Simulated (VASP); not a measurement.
# InAs (CsCl type): density of states with PBE

The system is InAs (CsCl type).

```xyz
2
Lattice="2.9315 0.0000 0.0000 0.0000 2.9315 0.0000 0.0000 0.0000 2.9315" Properties=species:S:1:pos:R:3 pbc="T T T"
In    0.0000    0.0000    0.0000
As    1.4658    1.4658    1.4658
```

This cell differs from its parent crystal: volume scaled by 0.55.

```yaml
Program: VASP 6.6.1
Task: density of states
Functional: PBE
Potentials_or_basis: VASP PAW PBE potentials, release 64 (In_d, As)
Cutoff: 520 eV
k_mesh: 12 × 12 × 12
Occupations: fermi-dirac, width 0.05 eV
Spin: no spin polarisation
Dipole_correction: no
k_mesh_for_the_DOS: 18 × 18 × 18
Occupations_for_the_DOS: tetrahedron
Further_INCAR_settings: ALGO = Normal; EDIFF = 1e-06
```

* Valence electrons inside the program's atomic spheres: In 12.18; As 3.16

Levels at points of the mesh, in eV from the Fermi level:
```tsv
k point	band 5	band 6	band 7	band 8	band 9	band 10	band 11	band 12	band 13
(0.00, 0.00, 0.00)	-15.61	-15.61	-1.95	-1.95	-1.95	2.08	4.60	4.60	16.13
(0.50, 0.00, 0.00)	-15.58	-15.10	-11.45	2.14	2.14	4.89	4.95	5.78	5.78
(0.50, 0.50, 0.00)	-15.18	-9.57	-8.99	-8.99	-4.98	2.47	8.44	8.44	10.27
(0.50, 0.50, 0.50)	-15.16	-9.29	-3.59	-3.59	-3.59	-2.32	-2.32	-2.32	0.99
```

Wall time 27 s on 1 thread of AMD EPYC 9R45 96-Core Processor (Zen 5), with other jobs on the host, peak memory 0.17 GiB.

Caveat: spin-orbit coupling is left out, which moves the levels of the heavy elements.
